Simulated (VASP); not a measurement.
Runs of VASP 6.6.1 on HfSi (zincblende type). The structure is that of space group F-43m (No. 216), or close to it. The cells are those of the table. 

| cell | gap on the mesh (eV) | pressure (GPa) |
| --- | --- | --- |
| a = 3.434 Å, angles 60.0°, 2 atoms | none | 114.9 |
| a = 3.212 Å, angles 60.0°, 2 atoms | none | 213.4 |
| a = 4.121 Å, angles 60.0°, 2 atoms | none | 4.1 |
| a = 3.631 Å, angles 60.0°, 2 atoms | none | 63.0 |
| a = 3.971 Å, angles 60.0°, 2 atoms | none | (b) |
| a = 3.808 Å, angles 60.0°, 2 atoms | none | (a) |
| a = 3.089 Å, angles 60.0°, 2 atoms | none | 299.9 |

Alike in all rows: task single point; level LDA; potentials or basis VASP PAW LDA potentials, release 64 (Hf_pv, Si); no spin polarisation; k mesh 12 × 12 × 12; cutoff (eV) 520; smearing fermi-dirac 0.08 eV.

Problem. Fill in the values left out.

Solution. (a) 33.3; (b) 15.3.

Caveats: spin-orbit coupling is left out, which moves the levels of the heavy elements.

A k mesh can miss the band edges, and the runs leave out spin-orbit coupling on Hf.

A gap of «none» marks levels without a gap at the run's occupations.
